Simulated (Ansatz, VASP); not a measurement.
## PbI2 in VASP and in Ansatz

Contents of POSCAR:

```
PbI2
1.0
    4.5657260587      0.0000000000      0.0000000000
   -2.2828630293      3.9540347535      0.0000000000
    0.0000000000      0.0000000000      7.0410820790
Pb I
1 2
Direct
    0.0000000000      0.0000000000      0.0000000000
    0.3333333333      0.6666666667      0.2667794131
    0.6666666667      0.3333333333      0.7332205869
```

The input INCAR.step1:

```
PREC = Accurate ; ENCUT = 400
EDIFF = 1E-5 ; ISMEAR = 0
SIGMA = 0.01 ; LREAL = False
LASPH = True ; NELM = 120
ALGO = Normal ; ISIF = 2
LWAVE = True ; LCHARG = False
GGA = PE ; NBANDS = 21
GGA_COMPAT = False
```

The input INCAR.step2:

```
PREC = Accurate ; ENCUT = 400
EDIFF = 1E-6 ; ISMEAR = 0
SIGMA = 0.01 ; LREAL = False
LASPH = True ; NELM = 120
ALGO = Normal ; ISIF = 2
LWAVE = False ; LCHARG = False
GGA = PE ; LHFCALC = True
AEXX = 0.3 ; PRECFOCK = Normal
ISTART = 1 ; NBANDS = 21
GGA_COMPAT = False
```

The input KPOINTS:

```
Automatic mesh
0
Gamma
  6 6 2
```

Input for Ansatz:

```yaml
crystal:
  lattice:
    - [4.5657260587, 0.0, 0.0]
    - [-2.2828630293, 3.9540347535, 0.0]
    - [0.0, 0.0, 7.041082079]
  atoms:
    - { symbol: Pb, position: [0.0, 0.0, 0.0] }
    - { symbol: I, position: [0.3333333333, 0.6666666667, 0.2667794131] }
    - { symbol: I, position: [0.6666666667, 0.3333333333, 0.7332205869] }
kpoints:
  mp_grid: { grid: [6, 6, 2] }
hamiltonian:
  xc: { exchange: pbe, correlation: pbe, exx: { coeff: 0.3 } }
scf:
  occupations: { method: fixed }
  n_extra_bands: 4
output:
  forces: true
  stress: true
  eigenvalues: true
```

Alike in both runs: task single point; functional PBE-based global hybrid with a share of 0.3 of exact exchange; k mesh 6 × 6 × 2; no spin polarisation.

```csv
,VASP,Ansatz
version,VASP 6.6.1,Ansatz 0.2.0
potentials or method,"VASP PAW PBE potentials, release 64 (Pb_d, I)",plane waves
plane-wave cutoff (eV),400,420
occupations,"gaussian, width 0.01 eV",fixed
valence electrons in the cell,28,48
```

|  | VASP | Ansatz | Ansatz less VASP |
| --- | --- | --- | --- |
| gap on the k mesh at the Fermi level (eV) | 3.86 | 3.85 | -0.009 |
| pressure (GPa) | 0.5 | 0.6 | +0.10 |
| traceless stress, the component that is largest in VASP (GPa) | -0.07 | -0.09 | -0.019 |
| rms of the force components (eV/Å) | 0.044 | 0.044 | -0.0001 |

VASP's potentials were made for PBE, not for PBE-based global hybrid. Atom by atom the forces differ by 0.000 eV/Å (rms over components). VASP's potentials hold 28 valence electrons a cell and Ansatz's 48, so a difference there can come from the potentials and not from the codes. Ansatz's warnings: stress exchange threshold loose, stress scf threshold loose.

The k mesh is coarse, so the values compare programs but aren't converged. Spin-orbit coupling is off throughout.
